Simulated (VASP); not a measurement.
Write the native input for VASP 6.6.1 that does the following.

| Item | Value |
| --- | --- |
| Task | single point |
| Functional | PBE |
| Dispersion | D3(BJ) |
| Potentials or basis | VASP PAW PBE potentials, release 64 (Li_sv) |
| Cutoff | 520 eV |
| k mesh | 18 × 18 × 18 |
| Occupations | gaussian, width 0.15 eV |
| Spin | no spin polarisation |
| Dipole correction | no |
| Further INCAR settings | ALGO = Normal; EDIFF = 1e-07; NBANDS = 8 |

The structure of Li lies in POSCAR:

```
Li
1.0
    0.0000000000      2.1469500000      2.2020000000
    2.2020000000      0.0000000000      2.2020000000
    2.2020000000      2.1469500000      0.0000000000
Li
1
Direct
    0.0000000000      0.0000000000      0.0000000000
```

This cell differs from its parent crystal: strain -0.0250 x Voigt [0, 1, 0, 0, 0, 0].

One way to write it, as run:

INCAR

```
PREC = Accurate ; ENCUT = 520
EDIFF = 1E-7 ; ISMEAR = 0
SIGMA = 0.15 ; LREAL = False
LASPH = True ; NELM = 100
ALGO = Normal ; ISIF = 2
LWAVE = False ; LCHARG = False
GGA = PE ; IVDW = 12
NBANDS = 8
```

KPOINTS

```
Automatic mesh
0
Gamma
  18 18 18
```

Potentials or basis: VASP PAW PBE potentials, release 64 (Li_sv).

Run with:

```sh
$ cat potpaw_PBE.64/Li_sv/POTCAR > POTCAR
$ mpirun -np 1 vasp_std > vasp.out
```

Results of the run:

```
Dispersion energy per atom : -0.165 eV
```

Caveat: the cell differs from its parent crystal (strain -0.0250 x Voigt [0, 1, 0, 0, 0, 0]).

Wall time 36 s on 1 thread of AMD EPYC 9R14 (Zen 4), with other jobs on the host, peak memory 0.15 GiB.
